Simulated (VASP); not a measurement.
# C (Fd-3m) in VASP: further runs

Runs on C. Level: LDA. Tasks: vibrations by perturbation theory.

Everything below comes from runs of VASP 6.6.1. Logs are shortened: lines on timing, memory, paths and dates and some standing lists are left out, and cuts for length are marked.

### Step 1. The cell of the first run

Symmetry: Fd-3m, No. 227, cubic system. Conventional cell: a = 3.496 Å, b = 3.496 Å, c = 3.496 Å, α = 90.00°, β = 90.00°, γ = 90.00°. Within 2.0 Å of C (site symmetry -43m) lie 4 C at 1.51 Å.

### Step 2. Vibrations by perturbation theory, LDA

Input file INCAR:

```
SYSTEM = C
ALGO = Normal
EDIFF = 1E-8
ENCUT = 520
IBRION = 8
ISIF = 2
ISMEAR = 0
LASPH = .True.
LCHARG = .True.
LREAL = .False.
LWAVE = .False.
NELM = 80
NSW = 1
PREC = Accurate
SIGMA = 0.01
```

Input file KPOINTS:

```
k-points
0
Gamma
  12 12 12
  0 0 0
```

Input file POSCAR:

```
C
1.0
    1.7480831990      1.7480831990      0.0000000000
   -1.7480831990      1.7480831990      0.0000000000
    0.0000000000      1.7480831990      1.7480831990
C
2
Direct
    0.5000000000      0.5000000000      0.0000000000
    0.7500000000      0.2500000000      0.5000000000
```

Potentials or basis: VASP PAW LDA potentials, release 64 (C).

Started as:

```sh
cat potpaw_LDA.64/C/POTCAR > POTCAR
mpirun -np 1 vasp_std > vasp.out
```

OUTCAR:

```text
SYSTEM = C
   EDIFF = 1E-8
   ENCUT = 520
   IBRION = 8
   ISIF = 2
   ISMEAR = 0
   LASPH = .True.
   LREAL = .False.
   NELM = 80
   NSW = 1
   PREC = Accurate

 ion  position               nearest neighbor table
   1  0.500  0.500  0.000-   2 1.51   2 1.51   2 1.51   2 1.51
   2  0.750  0.250  0.500-   1 1.51   1 1.51   1 1.51   1 1.51

  LATTYP: Found a face centered cubic cell.
 ALAT       =     3.4961663980

  Lattice vectors:

 A1 = (   0.0000000000,   1.7480831990,   1.7480831990)
 A2 = (   1.7480831990,   0.0000000000,   1.7480831990)
 A3 = (   1.7480831990,   1.7480831990,   0.0000000000)

Analysis of symmetry for initial positions (statically):
=====================================================================
 Subroutine PRICEL returns:
 Original cell was already a primitive cell.

 Routine SETGRP: Setting up the symmetry group for a
 face centered cubic supercell.

 Subroutine GETGRP returns: Found 48 space group operations
 (whereof 24 operations were pure point group operations)
 out of a pool of 48 trial point group operations.

The static configuration has the point symmetry T_d .
 The point group associated with its full space group is O_h .

Analysis of symmetry for dynamics (positions and initial velocities):
=====================================================================
 Subroutine PRICEL returns:
 Original cell was already a primitive cell.

 Routine SETGRP: Setting up the symmetry group for a
 face centered cubic supercell.

 Subroutine GETGRP returns: Found 48 space group operations
 (whereof 24 operations were pure point group operations)
 out of a pool of 48 trial point group operations.

The dynamic configuration has the point symmetry T_d .
 The point group associated with its full space group is O_h .

 Subroutine INISYM returns: Found 48 space group operations
 (whereof 24 operations are pure point group operations),
 and found     1 'primitive' translations

----------------------------------------------------------------------------------------

[... 427 lines left out ...]
  energy-cutoff  :      520.00
  volume of cell :       10.68
      direct lattice vectors                 reciprocal lattice vectors
     1.748083199  1.748083199  0.000000000     0.286027576  0.286027576 -0.286027576
    -1.748083199  1.748083199  0.000000000    -0.286027576  0.286027576 -0.286027576
     0.000000000  1.748083199  1.748083199     0.000000000  0.000000000  0.572055152

 POSITION                                       TOTAL-FORCE (eV/Angst)
 -----------------------------------------------------------------------------------
      0.00000      1.74808      0.00000         0.000000     -0.000000     -0.000000
      0.87404      2.62212      0.87404        -0.000000      0.000000      0.000000
 -----------------------------------------------------------------------------------
    total drift:                               -0.000000     -0.000000      0.000000

  FREE ENERGIE OF THE ION-ELECTRON SYSTEM (eV)
  ---------------------------------------------------
  free  energy   TOTEN  =       -20.2259432283 eV

  energy  without entropy=      -20.2259432283  energy(sigma->0) =      -20.22594323

[... ionic steps 2 to 3 ...]

--------------------------------------- Ionic step        4  -------------------------------------------

 Free energy of the ion-electron system (eV)
  ---------------------------------------------------
  ---------------------------------------------------
  free energy    TOTEN  =        -0.11217398 eV

  energy without entropy =       -0.11217398

------------------------ aborting loop because EDIFF is reached ----------------------------------------

 INTERNAL STRAIN TENSOR  FOR ION    1  DIRECTION 1   (eV/Angst):
 -----------------------------------------------------------------------------
     0.01669  0.00000  0.00000
     0.00000 -0.00941  6.06207
    -0.00000  6.06207 -0.00941

 INTERNAL STRAIN TENSOR FOR ION    2 for displacements in x,y,z  (eV/Angst):
          X           Y           Z          XY          YZ          ZX
  --------------------------------------------------------------------------------
  x    -0.00000    -0.00000    -0.00000     0.00000    -6.06207    -0.00000
  y     0.00000    -0.00000     0.00000    -0.00000     0.00000    -6.06207
  z    -0.00000    -0.00000    -0.00000    -6.06207    -0.00000     0.00000

 SECOND DERIVATIVES (NOT SYMMETRIZED)
 ------------------------------------
               1X          1Y          1Z          2X          2Y          2Z
  1X   -41.238762    0.000000    0.000000   41.238762    0.000000    0.000000
  1Y     0.000000  -41.238762    0.000000    0.000000   41.238762    0.000000
  1Z     0.000000    0.000000  -41.238762    0.000000    0.000000   41.238762
  2X    41.238762    0.000000    0.000000  -41.238762    0.000000    0.000000
  2Y     0.000000   41.238762    0.000000    0.000000  -41.238762    0.000000
  2Z     0.000000    0.000000   41.238762    0.000000    0.000000  -41.238762

 Eigenvectors and eigenvalues of the dynamical matrix
 ----------------------------------------------------

   1 f  =   40.966508 THz   257.400162 2PiTHz 1366.495622 cm-1   169.423788 meV
             X         Y         Z           dx          dy          dz
      0.000000  1.748083  0.000000     0.707107   -0.000000   -0.000000
      0.874042  2.622125  0.874042    -0.707107   -0.000000   -0.000000
[... 11 lines left out ...]
   4 f  =    0.000001 THz     0.000003 2PiTHz    0.000018 cm-1     0.000002 meV
             X         Y         Z           dx          dy          dz
      0.000000  1.748083  0.000000     0.385421    0.564710   -0.180425
      0.874042  2.622125  0.874042     0.385421    0.564710   -0.180425

   5 f/i=    0.000000 THz     0.000002 2PiTHz    0.000010 cm-1     0.000001 meV
             X         Y         Z           dx          dy          dz
      0.000000  1.748083  0.000000     0.569540   -0.412444   -0.074263
      0.874042  2.622125  0.874042     0.569540   -0.412444   -0.074263

   6 f/i=    0.000001 THz     0.000005 2PiTHz    0.000026 cm-1     0.000003 meV
             X         Y         Z           dx          dy          dz
      0.000000  1.748083  0.000000    -0.164547   -0.104846   -0.679656
      0.874042  2.622125  0.874042    -0.164547   -0.104846   -0.679656

--------------------------------------------------------------------------------------------------------

 ELASTIC MODULI CONTR FROM IONIC RELAXATION (kBar)
 Direction    XX          YY          ZZ          XY          YZ          ZX
 --------------------------------------------------------------------------------
 XX          -0.0000     -0.0000     -0.0000     -0.0000     -0.0000      0.0000
 YY          -0.0000     -0.0000     -0.0000     -0.0000     -0.0000     -0.0000
 ZZ          -0.0000     -0.0000     -0.0000     -0.0000     -0.0000      0.0000
 XY          -0.0000     -0.0000     -0.0000   -133.6384     -0.0000     -0.0000
 YZ          -0.0000     -0.0000     -0.0000     -0.0000   -133.6384     -0.0000
 ZX           0.0000     -0.0000      0.0000     -0.0000     -0.0000   -133.6384
 --------------------------------------------------------------------------------
```

Wall time 32 s (1 thread of Intel Xeon Platinum 8375C at 2.90GHz (Ice Lake), shared host); peak memory 0.15 GiB.

Results:

* Highest phonon frequency at Γ: 1366 cm⁻¹

Phonon frequencies in cm⁻¹ (negative: imaginary):
```csv
q point,frequencies
"(0.000, 0.000, 0.000)",0 0 0 1366 1366 1366
```

Caveat: the cell wasn't relaxed at this level first, which shifts response properties.

### Step 3. Vibrations by perturbation theory, LDA

This run uses another cell than the first one, of 5.51 Å³/atom, 1.031 times its volume.

Input file INCAR:

```
ALGO = Normal
EDIFF = 1E-8
ENCUT = 520
GGA = CA
IBRION = 8
ISIF = 2
ISMEAR = 0
LASPH = True
LCHARG = True
LREAL = False
LWAVE = False
NELM = 60
NSW = 1
PREC = Accurate
SIGMA = 0.01
```

Input file KPOINTS:

```
k-points
0
Gamma
  12 12 12
```

Input file POSCAR:

```
C
1.0
    1.7658738580      1.7658738580      0.0000000000
   -1.7658738580      1.7658738580      0.0000000000
    0.0000000000      1.7658738580      1.7658738580
C
2
Direct
    0.5000000000      0.5000000000      0.0000000000
    0.7500000000      0.2500000000      0.5000000000
```

Potentials or basis: VASP PAW LDA potentials, release 64 (C).

Started as:

```sh
cat potpaw_LDA.64/C/POTCAR > POTCAR
mpirun -np 1 vasp_std > vasp.out
```

OUTCAR:

```text
EDIFF = 1E-8
   ENCUT = 520
   GGA = CA
   IBRION = 8
   ISIF = 2
   ISMEAR = 0
   LASPH = True
   LREAL = False
   NELM = 60
   NSW = 1
   PREC = Accurate

 ion  position               nearest neighbor table
   1  0.500  0.500  0.000-   2 1.53   2 1.53   2 1.53   2 1.53
   2  0.750  0.250  0.500-   1 1.53   1 1.53   1 1.53   1 1.53

  LATTYP: Found a face centered cubic cell.
 ALAT       =     3.5317477160

  Lattice vectors:

[... 518 lines left out ...]
  1Z     0.000000   -0.000000  -38.810958   -0.000000    0.000000   38.810958
  2X    38.810958    0.000000   -0.000000  -38.810958   -0.000000    0.000000
  2Y    -0.000000   38.810958    0.000000    0.000000  -38.810958   -0.000000
  2Z    -0.000000    0.000000   38.810958    0.000000   -0.000000  -38.810958

 Eigenvectors and eigenvalues of the dynamical matrix
 ----------------------------------------------------

   1 f  =   39.742330 THz   249.708423 2PiTHz 1325.661432 cm-1   164.360996 meV
             X         Y         Z           dx          dy          dz
      0.000000  1.765874  0.000000     0.685992   -0.171509    0.000000
      0.882937  2.648811  0.882937    -0.685992    0.171509    0.000000
[... 16 lines left out ...]
   5 f  =    0.000000 THz     0.000000 2PiTHz    0.000000 cm-1     0.000000 meV
             X         Y         Z           dx          dy          dz
      0.000000  1.765874  0.000000    -0.000000    0.000000    0.707107
      0.882937  2.648811  0.882937     0.000000    0.000000    0.707107

   6 f/i=    0.000000 THz     0.000003 2PiTHz    0.000016 cm-1     0.000002 meV
             X         Y         Z           dx          dy          dz
      0.000000  1.765874  0.000000     0.021405   -0.706783    0.000000
      0.882937  2.648811  0.882937     0.021405   -0.706783    0.000000

--------------------------------------------------------------------------------------------------------

 ELASTIC MODULI CONTR FROM IONIC RELAXATION (kBar)
 Direction    XX          YY          ZZ          XY          YZ          ZX
 --------------------------------------------------------------------------------
 XX           0.0000      0.0000      0.0000      0.0000      0.0000      0.0000
 YY           0.0000      0.0000      0.0000      0.0000      0.0000      0.0000
 ZZ           0.0000      0.0000      0.0000      0.0000      0.0000      0.0000
 XY           0.0000      0.0000      0.0000    -68.8062      0.0000     -0.0000
 YZ           0.0000      0.0000      0.0000      0.0000    -68.8062     -0.0000
 ZX           0.0000      0.0000      0.0000     -0.0000     -0.0000    -68.8062
 --------------------------------------------------------------------------------
```

OSZICAR:

```text
N       E                     dE             d eps       ncg     rms          rms(c)
DAV:   1    -0.425189262470E+01   -0.42519E+01   -0.50871E+03  1240   0.966E+02
DAV:   2    -0.210280525199E+02   -0.16776E+02   -0.16280E+02  1904   0.109E+02
DAV:   3    -0.211136827500E+02   -0.85630E-01   -0.85630E-01  1264   0.101E+01
DAV:   4    -0.211138034168E+02   -0.12067E-03   -0.12067E-03  1600   0.395E-01
[... 22 lines left out ...]
RMM:   7    -0.111421687970E+00    0.29134E-05    0.14347E-07  7373   0.502E-04    0.714E-05
RMM:   8    -0.111422020550E+00   -0.33258E-06   -0.97571E-08  7215   0.771E-05    0.162E-05
RMM:   9    -0.111421774978E+00    0.24557E-06    0.81785E-08  7553   0.288E-05    0.152E-06
RMM:  10    -0.111421785789E+00   -0.10812E-07    0.39652E-08  6703   0.269E-06    0.575E-07
RMM:  11    -0.111421789625E+00   -0.38352E-08   -0.48945E-08  4186   0.855E-07    0.693E-08
 Linear response finished
```

Run time: 37 s. Hardware: 1 thread of Intel Xeon Platinum 8375C at 2.90GHz (Ice Lake), shared host; peak memory 0.15 GiB.

Results:

```yaml
Highest_phonon_frequency_at_Γ: 1326 cm⁻¹
```

Phonon frequencies in cm⁻¹ (negative: imaginary):
```csv
q point,frequencies
"(0.000, 0.000, 0.000)",0 0 0 1326 1326 1326
```

Caveat: the cell wasn't relaxed at this level first, which shifts response properties.
